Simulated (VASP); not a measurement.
Wanted: the native input for a VASP 6.6.1 run.

```yaml
Task: relaxation of cell and atoms
Functional: PBE
Dispersion: D4
Potentials_or_basis: VASP PAW PBE potentials, release 64 (Ti_sv)
Cutoff: 600 eV
k_mesh: 11 × 11 × 11
Occupations: fermi-dirac, width 0.05 eV
Spin: no spin polarisation
Dipole_correction: no
Further_INCAR_settings: ALGO = Normal; EDIFF = 1e-06; IBRION = 2; EDIFFG = -0.01; NSW = 60; ISIF = 3
```

The structure of Ti lies in POSCAR:

```
Ti
1.0
   -1.6410000000      1.6410000000      1.6410000000
    1.6410000000     -1.6410000000      1.6410000000
    1.6410000000      1.6410000000     -1.6410000000
Ti
1
Direct
    0.0000000000      0.0000000000      0.0000000000
```

The input as run:

INCAR

```
PREC = Accurate
ENCUT = 600
EDIFF = 1E-6
ISMEAR = -1
SIGMA = 0.05
LREAL = F
LASPH = T
NELM = 80
ALGO = Normal
ISIF = 3
LWAVE = F
LCHARG = F
GGA = PE
IVDW = 13
IBRION = 2
NSW = 60
EDIFFG = -0.01
```

KPOINTS

```
Automatic mesh
0
Gamma
  11 11 11
```

Potentials or basis: VASP PAW PBE potentials, release 64 (Ti_sv).

Run with:

```bash
$ cat potpaw_PBE.64/Ti_sv/POTCAR > POTCAR
$ mpirun -np 1 vasp_std > vasp.out
```

Results of the run:

```json
{
  "Relaxed volume": "16.89 Å³/atom",
  "Relaxed cell": "a = 2.800 Å, b = 2.800 Å, c = 2.800 Å, α = 109.47°, β = 109.47°, γ = 109.47°",
  "Space group after relaxing (to 0.05 Å)": "Im-3m (No. 229)",
  "Energy gained by relaxing": "11.5 meV/atom",
  "Ionic steps": "3",
  "Pressure after relaxing": "0.0 GPa",
  "Band gap on the k mesh": "zero (band 6 reaches 9.41 eV, above the bottom of band 7 at 7.76 eV)",
  "Dispersion energy per atom": "-0.207 eV"
}
```

Caveat: pairwise dispersion overbinds metals, which lowers pressure and volume.

Wall time 10 s on 1 thread of Intel(R) Xeon(R) 6975P-C (Granite Rapids), with other jobs on the host, peak memory 0.14 GiB.
